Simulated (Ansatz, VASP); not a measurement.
# One calculation of TaC, two programs

Contents of INCAR:

```
PREC     = Accurate       # precision mode
ENCUT    = 600            # plane-wave cutoff, eV
EDIFF    = 1E-7           # SCF threshold, eV
ISMEAR   = 0              # smearing method
SIGMA    = 0.1            # smearing width, eV
LREAL    = False          # projectors in reciprocal space
LASPH    = True           # aspherical terms in the spheres
NELM     = 120            # most SCF steps
ALGO     = Normal         # electronic algorithm
ISIF     = 3              # what is computed and relaxed
LWAVE    = False          # write WAVECAR
LCHARG   = False          # write CHGCAR
GGA      = PE             # functional
IBRION   = 2              # ionic algorithm
NSW      = 90             # ionic steps
EDIFFG   = -0.04          # ionic threshold
GGA_COMPAT= False        
NELMIN   = 4
```

KPOINTS

```
regular mesh
0
Gamma
  6 6 6
```

Contents of POSCAR:

```
TaC
1.0
    0.0000000000      2.2270000000      2.2270000000
    2.2270000000      0.0000000000      2.2270000000
    2.2270000000      2.2270000000      0.0000000000
Ta C
1 1
Direct
    0.0000000000      0.0000000000      0.0000000000
    0.5000000000      0.5000000000      0.5000000000
```

Input for Ansatz:

```yaml
crystal:
  lattice:
    - [0.0, 2.227, 2.227]
    - [2.227, 0.0, 2.227]
    - [2.227, 2.227, 0.0]
  atoms:
    - { symbol: Ta, position: [0.0, 0.0, 0.0] }
    - { symbol: C, position: [0.5, 0.5, 0.5] }
basis:
  ecutwfc: 420
kpoints:
  mp_grid: { grid: [6, 6, 6] }
hamiltonian:
  xc: pbe
scf:
  occupations: { method: gaussian, width: 0.1 }
  lower_state_search: "off"
output:
  forces: true
  stress: true
  eigenvalues: true
relax:
  adjacent_minimum: "off"
  f_tol: 0.04
  max_steps: 70
  cell: { stress_tol: 0.4 }
```

Alike in both runs: task relaxation of cell and atoms; functional PBE; k mesh 6 × 6 × 6; occupations gaussian, width 0.1 eV; no spin polarisation.

```csv
,VASP,Ansatz
version,VASP 6.6.1,Ansatz 0.2.0
potentials or method,"VASP PAW PBE potentials, release 64 (Ta_pv, C), cutoff 600 eV","scalar-relativistic, plane waves, PAW"
valence electrons in the cell,15,17
```

|  | VASP | Ansatz | Ansatz less VASP |
| --- | --- | --- | --- |
| gap on the k mesh at the Fermi level, each at its own relaxed structure (eV) | none | none | - |
| relaxed volume (Å³/atom) | 11.22 | 11.20 | -0.021 |
| relaxed cell length with the largest relative difference (Å) | 3.166 | 3.164 | -0.0020 |

A gap of «none» marks a metal or a gap that the smearing closes. VASP's potentials hold 15 valence electrons a cell and Ansatz's 17, so a difference there can come from the potentials and not from the codes.

The k mesh is coarse, so the values compare programs but aren't converged. Spin-orbit coupling is off throughout.
